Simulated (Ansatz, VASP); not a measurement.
# CsI: VASP beside Ansatz

File INCAR:

```
SYSTEM = CsI
PREC = Accurate
ENCUT = 500
EDIFF = 1E-6
ISMEAR = 0
SIGMA = 0.05
LREAL = .FALSE.
LASPH = .TRUE.
NELM = 120
ALGO = Normal
ISIF = 2
LWAVE = .FALSE.
LCHARG = .FALSE.
GGA = PE
NBANDS = 15
GGA_COMPAT = .FALSE.
```

Contents of KPOINTS:

```
regular mesh
0
G
  8 8 8
  0 0 0
```

POSCAR

```
CsI
1.0
    4.6654673611      0.0000000000      0.0000000000
    0.0000000000      4.6654673611      0.0000000000
    0.0000000000      0.0000000000      4.6654673611
Cs I
1 1
Direct
    0.0000000000      0.0000000000      0.0000000000
    0.5107170399      0.5000000000      0.5000000000
```

Input for Ansatz:

```yaml
crystal:
  lattice:
    - [4.6654671083, 0.0, 0.0]
    - [0.0, 4.6654671083, 0.0]
    - [0.0, 0.0, 4.6654671083]
  atoms:
    - { symbol: Cs, position: [0.0, 0.0, 0.0] }
    - { symbol: I, position: [0.5107170405, 0.5, 0.5] }
basis:
  ecutwfc: 420
  ecutrho_ratio: 4
kpoints:
  mp_grid: { grid: [8, 8, 8] }
hamiltonian:
  xc: pbe
scf:
  occupations: { method: gaussian, width: 0.05 }
output:
  forces: true
  stress: true
  eigenvalues: true
  write_density: true
  write_potential: true
  elf: true
  volumetric_format: npy
```

Alike in both runs: task single point; functional PBE; k mesh 8 × 8 × 8; occupations gaussian, width 0.05 eV; no spin polarisation.

|  | VASP | Ansatz |
| --- | --- | --- |
| version | VASP 6.6.1 | Ansatz 0.2.0 |
| potentials or method | VASP PAW PBE potentials, release 64 (Cs_sv, I), cutoff 500 eV | scalar-relativistic, plane waves, PAW |
| valence electrons in the cell | 16 | 26 |

|  | VASP | Ansatz | Ansatz less VASP |
| --- | --- | --- | --- |
| gap on the k mesh at the Fermi level (eV) | 3.68 | 3.69 | +0.012 |
| least direct gap on the mesh (eV) | 3.77 | 3.78 | +0.009 |
| pressure (GPa) | 0.0 | 0.0 | -0.03 |
| rms of the force components (eV/Å) | 0.015 | 0.015 | -0.0003 |

Atom by atom the forces differ by 0.000 eV/Å (rms over components). VASP's potentials hold 16 valence electrons a cell and Ansatz's 26, so a difference there can come from the potentials and not from the codes.

Spin-orbit coupling is off throughout.
